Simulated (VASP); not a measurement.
# Na (Im-3m) in VASP: a series of runs

Runs on Na. Level: PBE. Tasks: single point.

All numbers are computed with VASP 6.6.1; they aren't measurements. Logs are shortened: lines on timing, memory, paths and dates and some standing lists are left out, and cuts for length are marked.

**1. The cell of the first run**

It takes space group Im-3m (No. 229, cubic). Conventional cell: a = 4.235 Å, b = 4.235 Å, c = 4.235 Å, α = 90.00°, β = 90.00°, γ = 90.00°. Na (site symmetry m-3m) has 14 Na at 3.67 to 4.24 Å within 4.8 Å.

**2. Single point, PBE**

File INCAR:

```
PREC = Accurate
ENCUT = 520
EDIFF = 1E-6
ISMEAR = 0
SIGMA = 0.15
LREAL = False
LASPH = True
NELM = 100
ALGO = Normal
ISIF = 2
LWAVE = False
LCHARG = False
GGA = PE
NBANDS = 10
```

File KPOINTS:

```
regular mesh
0
Gamma
  16 16 16
```

File POSCAR:

```
Na
1.0
   -2.1175000000      2.1175000000      2.1175000000
    2.1175000000     -2.1175000000      2.1175000000
    2.1175000000      2.1175000000     -2.1175000000
Na
1
Direct
    0.0000000000      0.0000000000      0.0000000000
```

Potentials or basis: VASP PAW PBE potentials, release 64 (Na_pv).

Command:

```bash
cat potpaw_PBE.64/Na_pv/POTCAR > POTCAR
mpirun -np 1 vasp_std > vasp.out
```

OUTCAR:

```text
PREC = Accurate
   ENCUT = 520
   EDIFF = 1E-6
   ISMEAR = 0
   LREAL = False
   LASPH = True
   NELM = 100
   ISIF = 2
   GGA = PE

 ion  position               nearest neighbor table
   1  0.000  0.000  0.000-

  LATTYP: Found a body centered cubic cell.
 ALAT       =     4.2350000000

  Lattice vectors:

 A1 = (  -2.1175000000,   2.1175000000,   2.1175000000)
 A2 = (   2.1175000000,  -2.1175000000,   2.1175000000)
 A3 = (   2.1175000000,   2.1175000000,  -2.1175000000)

Analysis of symmetry for initial positions (statically):
=====================================================================
 Subroutine PRICEL returns:
 Original cell was already a primitive cell.

 Routine SETGRP: Setting up the symmetry group for a
 body centered cubic supercell.

 Subroutine GETGRP returns: Found 48 space group operations
 (whereof 48 operations were pure point group operations)
 out of a pool of 48 trial point group operations.

The static configuration has the point symmetry O_h .

Analysis of symmetry for dynamics (positions and initial velocities):
=====================================================================
 Subroutine PRICEL returns:
 Original cell was already a primitive cell.

 Routine SETGRP: Setting up the symmetry group for a
 body centered cubic supercell.

 Subroutine GETGRP returns: Found 48 space group operations
 (whereof 48 operations were pure point group operations)
 out of a pool of 48 trial point group operations.

The dynamic configuration has the point symmetry O_h .

 Subroutine INISYM returns: Found 48 space group operations
 (whereof 48 operations are pure point group operations),
 and found     1 'primitive' translations

----------------------------------------------------------------------------------------

                                     Primitive cell

  volume of cell :      37.9778

  direct lattice vectors                    reciprocal lattice vectors
    -2.117500000  2.117500000  2.117500000     0.000000000  0.236127509  0.236127509
     2.117500000 -2.117500000  2.117500000     0.236127509  0.000000000  0.236127509
     2.117500000  2.117500000 -2.117500000     0.236127509  0.236127509  0.000000000

  length of vectors
     3.667617585  3.667617585  3.667617585     0.333934725  0.333934725  0.333934725

  position of ions in fractional coordinates (direct lattice)
     0.000000000  0.000000000  0.000000000

  ion indices of the primitive-cell ions
   primitive index   ion index
                 1           1

----------------------------------------------------------------------------------------

 KPOINTS: regular mesh

Automatic generation of k-mesh.
 Grid dimensions read from file:
 generate k-points for:   16   16   16

 Generating k-lattice:

  Cartesian coordinates                     Fractional coordinates (reciprocal lattice)
     0.000000000  0.014757969  0.014757969     0.062500000  0.000000000  0.000000000
     0.014757969  0.000000000  0.014757969     0.000000000  0.062500000  0.000000000
     0.014757969  0.014757969  0.000000000     0.000000000  0.000000000  0.062500000

  Length of vectors
     0.020870920  0.020870920  0.020870920

  Shift w.r.t. Gamma in fractional coordinates (k-lattice)
     0.000000000  0.000000000  0.000000000

 Subroutine IBZKPT returns following result:
 ===========================================

 Found    145 irreducible k-points:

 Following reciprocal coordinates:
            Coordinates               Weight
  0.000000  0.000000  0.000000      1.000000
  0.062500  0.000000  0.000000     12.000000
  0.125000  0.000000  0.000000     12.000000
  0.187500  0.000000  0.000000     12.000000
  0.250000  0.000000  0.000000     12.000000
  0.312500  0.000000  0.000000     12.000000
[... 16 lines left out ...]
  0.187500  0.187500  0.000000     24.000000
  0.250000  0.187500  0.000000     48.000000
 [... further k-points ...]
   k-points           NKPTS =    145   k-points in BZ     NKDIM =    145   number of bands    NBANDS=     10
   number of dos      NEDOS =    301   number of ions     NIONS =      1
   total plane-waves  NPLWV =  21952
   dimension x,y,z NGX =    28 NGY =   28 NGZ =   28
   dimension x,y,z NGXF=    56 NGYF=   56 NGZF=   56
   ions per type =               1
   NGX,Y,Z   is equivalent  to a cutoff of  12.69, 12.69, 12.69 a.u.
   NGXF,Y,Z  is equivalent  to a cutoff of  25.38, 25.38, 25.38 a.u.
 SYSTEM =  unknown system
   PREC   = accura    normal or accurate (medium, high low for compatibility)
   ISTART =      0    job   : 0-new  1-cont  2-samecut
   ICHARG =      2    charge: 1-file 2-atom 10-const
   ISPIN  =      1    spin polarized calculation?
   LNONCOLLINEAR =      F non collinear calculations
   LSORBIT =      F    spin-orbit coupling
   LASPH  =      T    aspherical Exc in radial PAW
   ENCUT  =  520.0 eV  38.22 Ry    6.18 a.u.   6.82  6.82  6.82*2*pi/ulx,y,z
   NELM   =    100;   NELMIN=  2; NELMDL= -5     # of ELM steps
   EDIFF  = 0.1E-05   stopping-criterion for ELM
   LREAL  =      F    real-space projection
   EDIFFG = 0.1E-04   stopping-criterion for IOM
   NSW    =      0    number of steps for IOM
   IBRION =     -1    ionic relax: 0-MD 1-quasi-New 2-CG
   NFREE  =      0    steps in history (QN), initial steepest desc. (CG)
   ISIF   =      2    stress and relaxation
   ISYM   =      2    0-nonsym 1-usesym 2-fastsym
   POTIM  = 0.5000    time-step for ionic-motion
   TEBEG  =    0.0;   TEEND  =   0.0 temperature during run
   PSTRESS=    0.0 pullay stress
   NELECT =       7.0000    total number of electrons
   NUPDOWN=      -1.0000    fix difference up-down
   EMIN   =  10.00;   EMAX   =-10.00  energy-range for DOS
   EFERMI =   0.00;   METHOD = LEGACY
   ISMEAR =     0;   SIGMA  =   0.15  broadening in eV -4-tet -1-fermi 0-gaus
   EFERMI_NEDOS =   21; number of points for ismear=-14 and -15
   IALGO  =     38    algorithm
   IMIX   =      4    mixing-type and parameters
     AMIX     =   0.40;   BMIX     =  1.00
     AMIX_MAG =   1.60;   BMIX_MAG =  1.00
  volume/ion in A,a.u.               =      37.98       256.29
  Fermi-wavevector in a.u.,A,eV,Ry     =   0.931674  1.760609 11.810087  0.868017
  Thomas-Fermi vector in A             =   2.058192
   LORBIT       =      0    0 simple, 1 ext, 2 COOP (PROOUT), +10 PAW based schemes
   GGA     = PE    functional components
   LHFCALC =     F    Hartree Fock is set to
   AEXX    =    0.0000 exact exchange contribution
   IVDW    =     0    specifies the selected vdW correction
   LEPSILON=     F    determine dielectric tensor
   LRPA    =     F    only Hartree local field effects (RPA)
 non-spin polarized calculation
 Gauss-broadening in eV      SIGMA  =   0.15
  energy-cutoff  :      520.00
  volume of cell :       37.98
 maximum number of plane-waves:      1055
   NGX = 13   NGY = 13   NGZ = 13

 number of electron       7.0000012 magnetization

 Free energy of the ion-electron system (eV)
  ---------------------------------------------------
  ext. energy  EPLUGINS =         0.00000000
  ---------------------------------------------------
  free energy    TOTEN  =        -1.31355137 eV

  energy without entropy =       -1.30838778  energy(sigma->0) =       -1.31096958

 E-fermi :   0.2622     XC(G=0):  -6.4398

 val. band max:        0.2517989816   @ k =  -0.3750   0.4375   0.1250
 cond. band min:       0.3119403996   @ k =  -0.4375   0.4375   0.0625
 fundamental gap:      0.0601414180
 Fermi energy:         0.2622358413

 k-point     1 :       0.0000    0.0000    0.0000
  band No.  band energies     occupation
      1     -24.6603      2.00000
      2     -24.6603      2.00000
      3     -24.6603      2.00000
      4      -2.9672      2.00000
      5      11.8366      0.00000
      6      11.8366      0.00000
      7      11.8366      0.00000
      8      12.8239      0.00000
      9      12.8239      0.00000
     10      13.3701      0.00000

 k-point     2 :       0.0625    0.0000    0.0000
  band No.  band energies     occupation
      1     -24.6615      2.00000
      2     -24.6607      2.00000
      3     -24.6603      2.00000
      4      -2.8995      2.00000
      5      10.8796      0.00000
      6      11.3711      0.00000
      7      11.5466      0.00000
      8      12.2068      0.00000
      9      12.3409      0.00000
     10      13.6154      0.00000

 k-point     3 :       0.1250    0.0000    0.0000
  band No.  band energies     occupation
      1     -24.6651      2.00000
      2     -24.6619      2.00000
      3     -24.6603      2.00000
      4      -2.6968      2.00000
      5       9.2688      0.00000
      6      10.6349      0.00000
      7      11.0133      0.00000
      8      11.4681      0.00000
      9      12.0865      0.00000
     10      13.6875      0.00000

 k-point     4 :       0.1875    0.0000    0.0000
  band No.  band energies     occupation
      1     -24.6704      2.00000
      2     -24.6637      2.00000
      3     -24.6603      2.00000
      4      -2.3608      2.00000
      5       7.6854      0.00000
      6       9.9580      0.00000
      7      10.4944      0.00000
      8      10.8310      0.00000
      9      11.7326      0.00000
     10      13.9217      0.00000
[... 222 lines left out ...]
 k-point    22 :       0.4375    0.1250    0.0000
  band No.  band energies     occupation
      1     -24.6912      2.00000
      2     -24.6728      2.00000
      3     -24.6619      2.00000
      4       1.1924      0.00000
      5       1.6466      0.00000
      6       6.4169      0.00000
      7       8.6174      0.00000
      8      10.4636      0.00000
      9      12.5503      0.00000
     10      14.9399      0.00000

 k-point    23 :       0.1875    0.1875    0.0000
  band No.  band energies     occupation
      1     -24.6824      2.00000
      2     -24.6681      2.00000
      3     -24.6625      2.00000
      4      -1.1684      2.00000
      5       5.5693      0.00000
      6       6.2716      0.00000
      7       9.0799      0.00000
      8      11.5040      0.00000
      9      12.3979      0.00000
     10      14.8559      0.00000

 k-point    24 :       0.2500    0.1875    0.0000
  band No.  band energies     occupation
      1     -24.6857      2.00000
      2     -24.6708      2.00000
      3     -24.6630      2.00000
      4      -0.5176      2.00000
      5       4.4656      0.00000
      6       5.6799      0.00000
      7       8.7265      0.00000
      8      11.4288      0.00000
      9      12.7038      0.00000
     10      14.6082      0.00000

 [... further k-points ...]

------------------------ aborting loop because EDIFF is reached ----------------------------------------

  FORCE on cell =-STRESS in cart. coord.  units (eV):
  Direction    XX          YY          ZZ          XY          YZ          ZX
  --------------------------------------------------------------------------------------
  -------------------------------------------------------------------------------------
  Total       -0.0533647     -0.0533647     -0.0533647      0.0000000      0.0000000      0.0000000
  in kB       -2.2513073     -2.2513073     -2.2513073      0.0000000      0.0000000      0.0000000
  external PRESSURE =      -2.2513073 kB  Pullay stress =       0.0000000 kB

 VOLUME and BASIS-vectors are now :
 -----------------------------------------------------------------------------
  energy-cutoff  :      520.00
  volume of cell :       37.98
      direct lattice vectors                 reciprocal lattice vectors
    -2.117500000  2.117500000  2.117500000     0.000000000  0.236127509  0.236127509
     2.117500000 -2.117500000  2.117500000     0.236127509  0.000000000  0.236127509
     2.117500000  2.117500000 -2.117500000     0.236127509  0.236127509  0.000000000

 POSITION                                       TOTAL-FORCE (eV/Angst)
 -----------------------------------------------------------------------------------
      0.00000      0.00000      0.00000        -0.000000     -0.000000      0.000000
 -----------------------------------------------------------------------------------
    total drift:                               -0.000000     -0.000000     -0.000000

  FREE ENERGIE OF THE ION-ELECTRON SYSTEM (eV)
  ---------------------------------------------------
  free  energy   TOTEN  =        -1.3135513679 eV

  energy  without entropy=       -1.3083877841  energy(sigma->0) =       -1.31096958
```

Wall time 29 s (1 thread of Intel Xeon Platinum 8259CL at 2.50GHz (Skylake/Cascade Lake), shared host); peak memory 0.18 GiB.

What came out:

```yaml
Free_energy: -1.3136 eV
Pressure: -0.2 GPa
```

**3. Single point, PBE**

File INCAR:

```
SYSTEM = Na
PREC     = Accurate       ! precision mode
ENCUT    = 520            ! plane-wave cutoff, eV
EDIFF    = 1E-7           ! SCF threshold, eV
ISMEAR   = 0              ! smearing method
SIGMA    = 0.15           ! smearing width, eV
LREAL    = .FALSE.        ! projectors in reciprocal space
LASPH    = .TRUE.         ! aspherical terms in the spheres
NELM     = 60             ! most SCF steps
ALGO     = Normal         ! electronic algorithm
ISIF     = 2              ! what is computed and relaxed
LWAVE    = .FALSE.        ! write WAVECAR
LCHARG   = .FALSE.        ! write CHGCAR
GGA      = PE             ! functional
NBANDS   = 10             ! bands
```

File KPOINTS:

```
Automatic mesh
0
G
  18 18 18
  0 0 0
```

POSCAR is that of step 2.

Potentials or basis: VASP PAW PBE potentials, release 64 (Na_pv).

Command:

```bash
cat potpaw_PBE.64/Na_pv/POTCAR > POTCAR
mpirun -np 1 vasp_std > vasp.out
```

Wall time 47 s (1 thread of Intel Xeon Platinum 8259CL at 2.50GHz (Skylake/Cascade Lake), shared host); peak memory 0.19 GiB.

It converged, with:

```
Free energy : -1.3134 eV
Pressure    : -0.2 GPa
```

Levels at points of the mesh, in eV from the Fermi level:
| k point | band 1 | band 2 | band 3 | band 4 | band 5 | band 6 | band 7 |
| --- | --- | --- | --- | --- | --- | --- | --- |
| (0.00, 0.00, 0.00) | -24.92 | -24.92 | -24.92 | -3.23 | 11.57 | 11.57 | 11.57 |
| (0.50, 0.00, 0.00) | -24.96 | -24.93 | -24.92 | 0.75 | 1.19 | 8.10 | 8.99 |
| (0.50, 0.50, 0.50) | -24.95 | -24.95 | -24.95 | 4.48 | 4.48 | 4.81 | 4.81 |
